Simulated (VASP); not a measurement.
Crystal: SrPrI.

```
Sr Pr I
1.0
     4.69267    0.00000    0.00000
     0.00000    4.69267    0.00000
     0.00000    0.00000    5.79847
Sr Pr I
1 1 1
Direct
  0.50000 0.50000 0.50000
  0.00000 0.00000 0.50000
  0.00000 0.00000 0.00000
```

The cell was built from a structure type or drawn by symmetry, and may not be a known phase.

```yaml
Program: VASP 6.6.1
Task: relaxation of cell and atoms
Functional: PBE
Potentials_or_basis: VASP PAW PBE potentials, release 64 (Sr_sv, Pr_3, I), 4f in core
Cutoff: 500 eV
k_mesh: 4 × 4 × 4
Occupations: gaussian, width 0.1 eV
Spin: no spin polarisation
```

At the start: pressure 5.3 GPa; volume 42.56 Å³/atom.

Task: How do energy, volume and symmetry change on relaxing?

Result: Over 8 steps the energy falls by 185.1 meV/atom and the volume is 56.85 Å³/atom (+33.6 %); space group P4/mmm (No. 123, to 0.1 Å) before and after.

The path:
```tsv
step	energy change (eV)	largest force (eV/Å)	pressure (GPa)	volume (Å³)
1	0.0000	0.0000	5.31	127.69
2	-0.3750	0.0000	0.58	155.36
3	-0.3782	0.0000	0.95	151.24
4	-0.5224	0.0000	0.25	163.27
5	-0.5522	0.0000	-0.16	171.57
6	-0.5527	0.0000	-0.21	172.65
7	-0.5550	0.0000	0.06	169.99
8	-0.5552	0.0000	0.01	170.55
```

Final structure:
```cif
data_structure
_symmetry_space_group_name_H-M 'P 1'
_symmetry_Int_Tables_number 1
_cell_length_a 5.2352
_cell_length_b 5.2352
_cell_length_c 6.2229
_cell_angle_alpha 90.000
_cell_angle_beta 90.000
_cell_angle_gamma 90.000
_cell_volume 170.55
loop_
_atom_site_label
_atom_site_type_symbol
_atom_site_fract_x
_atom_site_fract_y
_atom_site_fract_z
_atom_site_occupancy
Sr1 Sr 0.50000 0.50000 0.50000 1
Pr1 Pr 0.00000 0.00000 0.50000 1
I1 I 0.00000 0.00000 0.00000 1
```

Caveat: the volume moved by over 15 % at a fixed basis, so the end points are rough; the run has no spin polarisation, though such a crystal can be magnetic.
